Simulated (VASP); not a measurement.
Here is a VASP 6.6.1 calculation.

Contents of INCAR:

```
PREC = Accurate ; ENCUT = 500
EDIFF = 1E-6 ; ISMEAR = 0
SIGMA = 0.1 ; LREAL = False
LASPH = True ; NELM = 200
ALGO = Normal ; ISIF = 2
LWAVE = False ; LCHARG = False
GGA = PE ; NBANDS = 20
GGA_COMPAT = False ; LMAXMIX = 6
```

KPOINTS

```
regular mesh
0
Gamma
  6 6 4
```

Contents of POSCAR:

```
PrTaH2
1.0
    4.0505064600      0.0000000000      0.0000000000
   -2.0252532300      3.5078414900      0.0000000000
    0.0000000000      0.0000000000      4.8689265000
Pr Ta H
1 1 2
Direct
    0.0000000000      0.0000000000      0.8941763700
    0.0000000000      0.0000000000      0.4219876600
    0.3333333300      0.6666666700      0.8113281800
    0.6666666700      0.3333333300      0.8113281800
```

Potentials or basis: VASP PAW PBE potentials, release 64 (Pr_3, Ta_pv, H), 4f in core.

Launch:

```sh
$ cat potpaw_PBE.64/Pr_3/POTCAR potpaw_PBE.64/Ta_pv/POTCAR potpaw_PBE.64/H/POTCAR > POTCAR
$ mpirun -np 1 vasp_std > vasp.out
```

Task: Estimate the largest force.

Result: 5.594 eV/Å.

Task: Estimate the band gap on the k mesh.

Result: Zero (bands 12 and 13 overlap by 0.99 eV).

Task: What does it give for the pressure?

Result: 10.7 GPa.

Forces in eV/Å, atoms in the order of the input:
```
Pr   0.000  0.000  5.594
Ta   0.000  0.000 -5.311
H    0.000  0.000 -0.142
H    0.000  0.000 -0.142
```

Caveat: the cell stands under pressure; spin-orbit coupling is left out, which moves the levels of the heavy elements; the 4f electrons are frozen in the core, so they carry no moment and show no levels; forces of over 1 eV/Å act on the atoms, so gaps and moduli don't describe the material at rest. Spin polarisation is off, so any magnetic state and its effect on volume and gap are missing.
